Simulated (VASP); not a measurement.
Here is a VASP 6.6.1 calculation.

Contents of INCAR:

```
SYSTEM = Sc
ALGO     = Normal         ! electronic algorithm
EDIFF    = 1E-6           ! SCF threshold, eV
ENCUT    = 520            ! plane-wave cutoff, eV
GGA      = PS             ! functional
ISIF     = 2              ! what is computed and relaxed
ISMEAR   = 0              ! smearing method
LASPH    = .TRUE.         ! aspherical terms in the spheres
LCHARG   = .FALSE.        ! write CHGCAR
LREAL    = .FALSE.        ! projectors in reciprocal space
LWAVE    = .FALSE.        ! write WAVECAR
NBANDS   = 12             ! bands
NELM     = 60             ! most SCF steps
PREC     = Accurate       ! precision mode
SIGMA    = 0.15           ! smearing width, eV
```

Contents of KPOINTS:

```
k-points
0
G
  18 18 18
  0 0 0
```

File POSCAR:

```
Sc
1.0
    0.0000000000      2.2023850000      2.2364425000
    2.2023850000      0.0000000000      2.2364425000
    2.2023850000      2.2023850000      0.0000000000
Sc
1
Direct
    0.0000000000      0.0000000000      0.0000000000
```

Potentials or basis: VASP PAW PBE potentials, release 64 (Sc_sv).

Run with:

```sh
$ cat potpaw_PBE.64/Sc_sv/POTCAR > POTCAR
$ mpirun -np 1 vasp_std > vasp.out
```

Question: Predict the band gap on the k mesh.

Answer: Zero (an odd number of electrons rules out a gap without spin polarisation).

Question: What does it give for the pressure?

Answer: 5.2 GPa.

Stress tensor (GPa, compression positive):
```
5.36 0.00 0.00
0.00 5.36 0.00
0.00 0.00 4.86
```

Caveat: the cell differs from its parent crystal (strain -0.030 along x and y, -0.015 along z); the cell stands under pressure; the PAW data sets were made with another functional, which shifts forces and pressure a little.
